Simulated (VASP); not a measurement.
# Sb (Pm-3m) in VASP: a series of runs, part 2 of 2

VASP 6.6.1. The steps go on from the part before.

## (4) Single point, r2SCAN

This run uses another cell than the first one, of 29.48 Å³/atom, 1.006 times its volume.

Input file POSCAR:

```
Sb
1.0
    3.0891553021      0.0000000000      0.0000000000
    0.0000000000      3.0891553021      0.0000000000
    0.0000000000      0.0000000000      3.0891553021
Sb
1
Direct
    0.0000000000      0.0000000000      0.0000000000
```

Input file INCAR.step1:

```
SYSTEM = Sb
ALGO = Normal
EDIFF = 1E-4
ENCUT = 520
GGA = PE
ISMEAR = -1
LASPH = .TRUE.
LCHARG = .FALSE.
LREAL = .FALSE.
LWAVE = .TRUE.
NBANDS = 8
NELM = 100
PREC = Accurate
SIGMA = 0.15
```

Input file INCAR.step2:

```
SYSTEM = Sb
ALGO = Normal
EDIFF = 1E-6
ENCUT = 520
ISIF = 2
ISMEAR = -1
ISTART = 1
LASPH = .TRUE.
LCHARG = .TRUE.
LELF = .TRUE.
LMIXTAU = .TRUE.
LREAL = .FALSE.
LVHAR = .TRUE.
LWAVE = .FALSE.
METAGGA = R2SCAN
NBANDS = 8
NELM = 100
PREC = Accurate
SIGMA = 0.15
```

Input file KPOINTS:

```
k-points
0
G
  14 14 14
  0 0 0
```

Potentials or basis: VASP PAW PBE potentials, release 64 (Sb).

Launch:

```console
> cat potpaw_PBE.64/Sb/POTCAR > POTCAR
> cp INCAR.step1 INCAR
> mpirun -np 1 vasp_std > vasp.out
> cp INCAR.step2 INCAR
> mpirun -np 1 vasp_std > vasp.out
```

OUTCAR:

```text
SYSTEM = Sb
   EDIFF = 1E-6
   ENCUT = 520
   ISIF = 2
   ISMEAR = -1
   ISTART = 1
   LASPH = .TRUE.
   LREAL = .FALSE.
   METAGGA = R2SCAN
   NELM = 100
   PREC = Accurate

 ion  position               nearest neighbor table
   1  0.000  0.000  0.000-

  LATTYP: Found a simple cubic cell.
 ALAT       =     3.0891553021

  Lattice vectors:

 A1 = (   3.0891553021,   0.0000000000,   0.0000000000)
 A2 = (   0.0000000000,   3.0891553021,   0.0000000000)
 A3 = (   0.0000000000,   0.0000000000,   3.0891553021)

Analysis of symmetry for initial positions (statically):
=====================================================================
 Subroutine PRICEL returns:
 Original cell was already a primitive cell.

 Routine SETGRP: Setting up the symmetry group for a
 simple cubic supercell.

 Subroutine GETGRP returns: Found 48 space group operations
 (whereof 48 operations were pure point group operations)
 out of a pool of 48 trial point group operations.

The static configuration has the point symmetry O_h .

Analysis of symmetry for dynamics (positions and initial velocities):
=====================================================================
 Subroutine PRICEL returns:
 Original cell was already a primitive cell.

 Routine SETGRP: Setting up the symmetry group for a
 simple cubic supercell.

 Subroutine GETGRP returns: Found 48 space group operations
 (whereof 48 operations were pure point group operations)
 out of a pool of 48 trial point group operations.

The dynamic configuration has the point symmetry O_h .

 Subroutine INISYM returns: Found 48 space group operations
 (whereof 48 operations are pure point group operations),
 and found     1 'primitive' translations

----------------------------------------------------------------------------------------

                                     Primitive cell

  volume of cell :      29.4794

[... 102 lines left out ...]
   EFERMI_NEDOS =   21; number of points for ismear=-14 and -15
   IALGO  =     38    algorithm
   IMIX   =      4    mixing-type and parameters
     AMIX     =   0.40;   BMIX     =  1.00
     AMIX_MAG =   1.60;   BMIX_MAG =  1.00
  volume/ion in A,a.u.               =      29.48       198.94
  Fermi-wavevector in a.u.,A,eV,Ry     =   0.906202  1.712474 11.173136  0.821202
  Thomas-Fermi vector in A             =   2.029862
   LORBIT       =      0    0 simple, 1 ext, 2 COOP (PROOUT), +10 PAW based schemes
   METAGGA = R2SCAN    functional components
   LHFCALC =     F    Hartree Fock is set to
   AEXX    =    0.0000 exact exchange contribution
   IVDW    =     0    specifies the selected vdW correction
   LEPSILON=     F    determine dielectric tensor
   LRPA    =     F    only Hartree local field effects (RPA)
 non-spin polarized calculation
  energy-cutoff  :      520.00
  volume of cell :       29.48
 maximum number of plane-waves:       840
 NGX is ok and might be reduce to    24
   NGX = 11   NGY = 11   NGZ = 11

 number of electron       4.9999999 magnetization

 Free energy of the ion-electron system (eV)
  ---------------------------------------------------
  ext. energy  EPLUGINS =         0.00000000
  ---------------------------------------------------
  free energy    TOTEN  =       -25.66273507 eV

  energy without entropy =      -25.62855641  energy(sigma->0) =      -25.64564574

 E-fermi :   7.1807     XC(G=0): -10.1614

 val. band max:        7.1765711960   @ k =   0.5000   0.2857   0.2857
 cond. band min:       7.1963349996   @ k =   0.2857   0.2143   0.0000
 fundamental gap:      0.0197638036
 Fermi energy:         7.1806708634

 k-point     1 :       0.0000    0.0000    0.0000
  band No.  band energies     occupation
      1      -5.8590      2.00000
      2      10.6836      0.00000
      3      10.6836      0.00000
      4      10.6836      0.00000
      5      14.4677      0.00000
      6      14.4677      0.00000
      7      16.4312      0.00000
      8      25.7310      0.00000
[... 243 lines left out ...]
 k-point    24 :       0.3571    0.2143    0.0000
  band No.  band energies     occupation
      1      -3.3437      2.00000
      2       3.4348      2.00000
      3       7.6999      0.06084
      4      12.9905      0.00000
      5      14.7508      0.00000
      6      17.3579      0.00000
      7      20.7635      0.00000
      8      21.0825      0.00000

 [... further k-points ...]
[... 5 lines left out ...]
  --------------------------------------------------------------------------------------
  -------------------------------------------------------------------------------------
  Total       -0.0064095     -0.0064095     -0.0064095     -0.0000000      0.0000000      0.0000000
  in kB       -0.3483513     -0.3483513     -0.3483513     -0.0000000      0.0000000      0.0000000
  external PRESSURE =      -0.3483513 kB  Pullay stress =       0.0000000 kB

 VOLUME and BASIS-vectors are now :
 -----------------------------------------------------------------------------
  energy-cutoff  :      520.00
  volume of cell :       29.48
      direct lattice vectors                 reciprocal lattice vectors
     3.089155302  0.000000000  0.000000000     0.323713087  0.000000000  0.000000000
     0.000000000  3.089155302  0.000000000     0.000000000  0.323713087  0.000000000
     0.000000000  0.000000000  3.089155302     0.000000000  0.000000000  0.323713087

 POSITION                                       TOTAL-FORCE (eV/Angst)
 -----------------------------------------------------------------------------------
      0.00000      0.00000      0.00000         0.000000      0.000000      0.000000
 -----------------------------------------------------------------------------------
    total drift:                                0.000000      0.000000     -0.000000

  FREE ENERGIE OF THE ION-ELECTRON SYSTEM (eV)
  ---------------------------------------------------
  free  energy   TOTEN  =       -25.6627350709 eV

  energy  without entropy=      -25.6285564128  energy(sigma->0) =      -25.64564574
```

OSZICAR.step1:

```text
N       E                     dE             d eps       ncg     rms          rms(c)
DAV:   1     0.573333856431E+01    0.57333E+01   -0.16156E+03  1928   0.404E+02
DAV:   2    -0.398944348362E+01   -0.97228E+01   -0.93277E+01  2680   0.532E+01
DAV:   3    -0.410824824994E+01   -0.11880E+00   -0.11824E+00  2256   0.670E+00
DAV:   4    -0.410877346658E+01   -0.52522E-03   -0.52521E-03  2872   0.539E-01
DAV:   5    -0.410877535685E+01   -0.18903E-05   -0.18897E-05  2416   0.195E-02    0.197E+00
DAV:   6    -0.411134551637E+01   -0.25702E-02   -0.66247E-04  2624   0.186E-01    0.118E+00
DAV:   7    -0.411313178640E+01   -0.17863E-02   -0.17019E-03  2040   0.289E-01    0.763E-02
DAV:   8    -0.411318653424E+01   -0.54748E-04   -0.65952E-05  2592   0.560E-02
   1 F= -.41131865E+01 E0= -.40947997E+01  d E =-.367737E-01
```

It took 28 s on 1 thread of Intel Xeon 6975P-C (Granite Rapids), shared host; peak memory 0.15 GiB.

What came out:

```
Free energy : -25.6627 eV
Pressure    : 0.0 GPa
```

Levels at points of the mesh, in eV from the Fermi level:
```tsv
k point	band 1	band 2	band 3	band 4	band 5	band 6
(0.00, 0.00, 0.00)	-13.04	3.50	3.50	3.50	7.29	7.29
(0.50, 0.00, 0.00)	-10.42	-5.92	5.68	5.68	9.40	11.40
(0.50, 0.50, 0.00)	-7.59	-3.81	-3.81	2.47	7.93	13.63
(0.50, 0.50, 0.50)	-4.35	-1.80	-1.80	-1.80	5.19	5.19
```

Caveat: the PAW data sets were made with another functional, which shifts forces and pressure a little; spin-orbit coupling is left out, which moves the levels of the heavy elements.

## (5) The runs side by side

| cell | k mesh | smearing | gap on the mesh (eV) | pressure (GPa) |
| --- | --- | --- | --- | --- |
| a = 3.083 Å, 1 atom | 6 × 6 × 6 | gaussian 0.1 eV | none | 0.2 |
| a = 3.088 Å, 1 atom | 14 × 14 × 14 | gaussian 0.1 eV | none | 0.0 |
| a = 3.089 Å, 1 atom | 14 × 14 × 14 | fermi-dirac 0.15 eV | none | 0.0 |

Alike in all rows: task single point; level r2SCAN; potentials or basis VASP PAW PBE potentials, release 64 (Sb); no spin polarisation; cutoff (eV) 520.

Caveats: the PAW data sets were made with another functional, which shifts forces and pressure a little; spin-orbit coupling is left out, which moves the levels of the heavy elements.

Absolute energies hang on the potentials; compare differences alone.
